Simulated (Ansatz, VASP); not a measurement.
## One calculation of WSe, two programs

```
W Se
1.0
     3.34585    0.00000    0.00000
     0.00000    3.34585    0.00000
     0.00000    0.00000    3.34585
W Se
1 1
Direct
  0.00000 0.00000 0.00000
  0.50000 0.50000 0.50000
```

Alike in both runs: task single point; functional PBE; k mesh 14 × 14 × 14; occupations gaussian, width 0.1 eV; collinear spin.

|  | VASP | Ansatz |
| --- | --- | --- |
| version | VASP 6.6.1 | Ansatz 0.2.0 |
| potentials or method | VASP PAW PBE potentials, release 64 (W_sv, Se), cutoff 520 eV | scalar-relativistic, plane waves, PAW |
| valence electrons in the cell | 20 | 30 |

Ansatz gave:

| Quantity | Value |
| --- | --- |
| gap on the k mesh at the Fermi level (eV) | none |
| pressure (GPa) | -23.7 |
| net moment per atom (μB) | 0.00 |

Estimate VASP's values.

gap on the k mesh at the Fermi level (eV): none; pressure (GPa): -23.6; net moment per atom (μB): 0.00.

A gap of «none» marks a metal or a gap that the smearing closes. With one functional, cell and mesh, what is left measures potentials, basis and numerics. VASP's potentials hold 20 valence electrons a cell and Ansatz's 30, so a difference there can come from the potentials and not from the codes. Ansatz's warnings: seeded moment not kept.

Neither program's run includes spin-orbit coupling.
